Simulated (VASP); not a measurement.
The system is KF.

```
CELL_PARAMETERS angstrom
0.00000 2.71033 2.71033
2.71033 0.00000 2.71033
2.71033 2.71033 0.00000
ATOMIC_POSITIONS crystal
K 0.00000 0.00000 0.00000
F 0.50000 0.50000 0.50000
```

```yaml
Program: VASP 6.6.1
Task: relaxation of cell and atoms
Functional: r2SCAN
Potentials_or_basis: VASP PAW PBE potentials, release 64 (K_sv, F)
Cutoff: 600 eV
k_mesh: 8 × 8 × 8
Occupations: fermi-dirac, width 0.02 eV
Spin: no spin polarisation
```

At the start: pressure -1.8 GPa; volume 19.91 Å³/atom.

**Question.** How do energy, volume and symmetry change on relaxing?

**Answer.** Over 4 steps the energy falls by 6.9 meV/atom and the volume is 18.77 Å³/atom (-5.7 %); space group Fm-3m (No. 225, to 0.05 Å).

The path:
| step | energy change (eV) | largest force (eV/Å) | pressure (GPa) | volume (Å³) |
| --- | --- | --- | --- | --- |
| 1 | 0.0000 | 0.0000 | -1.83 | 39.82 |
| 2 | -0.0110 | 0.0000 | -0.88 | 38.53 |
| 3 | -0.0138 | 0.0000 | -0.05 | 37.59 |
| 4 | -0.0138 | 0.0000 | 0.00 | 37.53 |

Final structure:
```
K F
1.0
     0.00000    2.65742    2.65742
     2.65742    0.00000    2.65742
     2.65742    2.65742    0.00000
K F
1 1
Direct
  0.00000 0.00000 0.00000
  0.50000 0.50000 0.50000
```

Caveat: the PAW data sets were made with another functional, which shifts forces and pressure a little.
